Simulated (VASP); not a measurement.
Crystal: BeP3.

```xyz
4
Lattice="-1.8817 1.8817 4.2032 1.8817 -1.8817 4.2032 1.8817 1.8817 -4.2032" Properties=species:S:1:pos:R:3 pbc="T T T"
Be    0.0000    0.0000    0.0000
P     0.0000    0.0000    4.2032
P     1.8817    0.0000    2.1016
P     0.0000    1.8817    2.1016
```

```yaml
Program: VASP 6.6.1
Task: relaxation of cell and atoms
Functional: PBE
Potentials_or_basis: VASP PAW PBE potentials, release 64 (Be, P)
Cutoff: 600 eV
k_mesh: 6 × 6 × 6
Occupations: gaussian, width 0.1 eV
Spin: no spin polarisation
```

At the start: pressure -9.0 GPa; volume 14.88 Å³/atom.

Where does the relaxation end?

Over 15 steps the energy falls by 219.7 meV/atom and the volume is 13.76 Å³/atom (-7.5 %); space group I4/mmm (No. 139, to 0.1 Å) before and after.

The path:
```tsv
step	energy change (eV)	largest force (eV/Å)	pressure (GPa)	volume (Å³)
1	0.0000	0.0000	-8.99	59.53
2	-0.2508	0.0000	0.00	52.61
3	-0.2520	0.0000	0.74	52.20
4	-0.2900	0.0000	1.12	52.04
5	-0.4491	0.0000	3.79	51.38
6	-0.6417	0.0000	14.27	49.32
7	-0.6607	0.0000	6.52	50.55
8	-0.7304	0.0000	8.83	49.97
9	-0.7265	0.0000	10.05	49.81
10	-0.7360	0.0000	10.19	50.01
11	-0.7395	0.0000	10.48	50.32
12	-0.7627	0.0000	9.45	50.71
13	-0.8190	0.0000	6.54	51.89
14	-0.8755	0.0000	1.45	54.30
15	-0.8789	0.0000	0.08	55.06
```

Final structure:
```xyz
4
Lattice="-1.6535 1.6535 5.0340 1.6535 -1.6535 5.0340 1.6535 1.6535 -5.0340" Properties=species:S:1:pos:R:3 pbc="T T T"
Be    0.0000    0.0000    0.0000
P     0.0000    0.0000    5.0340
P     1.6535    0.0000    2.5170
P     0.0000    1.6535    2.5170
```
